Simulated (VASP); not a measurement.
Input of a VASP 6.6.1 run:

POSCAR

```
ZnF2
1.0
    4.7495314430      0.0000000000      0.0000000000
    0.0000000000      4.7495314430      0.0000000000
    0.0000000000      0.0000000000      3.1586237967
Zn F
2 4
Direct
    0.5000000000      0.5000000000      0.5000000000
    0.0000000000      0.0000000000      0.0000000000
    0.6958385971      0.6958385971      0.0000000000
    0.8041614029      0.1958385971      0.5000000000
    0.3041614029      0.3041614029      0.0000000000
    0.1958385971      0.8041614029      0.5000000000
```

INCAR.step1

```
  PREC = Accurate
  ENCUT = 660
  ISMEAR = 0
  SIGMA = 0.02
  LREAL = False
  LASPH = True
  NELM = 120
  NBANDS = 35
  GGA = PE
  ALGO = Normal
  EDIFF = 1E-5
  LWAVE = True
  LCHARG = False
  GGA_COMPAT = False
```

INCAR.step2

```
  PREC = Accurate
  ENCUT = 660
  EDIFF = 1E-6
  ISMEAR = 0
  SIGMA = 0.02
  LREAL = False
  LASPH = True
  NELM = 120
  ALGO = Normal
  ISIF = 2
  LWAVE = False
  LCHARG = False
  METAGGA = R2SCAN
  LMIXTAU = True
  NBANDS = 35
  ISTART = 1
  GGA_COMPAT = False
```

Contents of KPOINTS:

```
Automatic mesh
0
Gamma
  6 6 8
```

Potentials or basis: VASP PAW PBE potentials, release 64 (Zn, F).

Command:

```sh
$ cat potpaw_PBE.64/Zn/POTCAR potpaw_PBE.64/F/POTCAR > POTCAR
$ cp INCAR.step1 INCAR
$ mpirun -np 1 vasp_std > vasp.out
$ cp INCAR.step2 INCAR
$ mpirun -np 1 vasp_std > vasp.out
```

Question: Predict the band gap on the k mesh.

Answer: 4.19 eV.

Question: What does it give for the largest force?

Answer: 0.017 eV/Å.

Forces on the atoms (eV/Å):
```
Zn   0.000  0.000  0.000
Zn   0.000  0.000  0.000
F    0.012  0.012  0.000
F   -0.012  0.012  0.000
F   -0.012 -0.012  0.000
F    0.012 -0.012  0.000
```

Caveat: the cell differs from its parent crystal (equal strain along all axes, cell held: +1.0 %, then relaxed in part); the cell stands under tension; the PAW data sets were made with another functional, which shifts forces and pressure a little. A k mesh can miss the band edges.
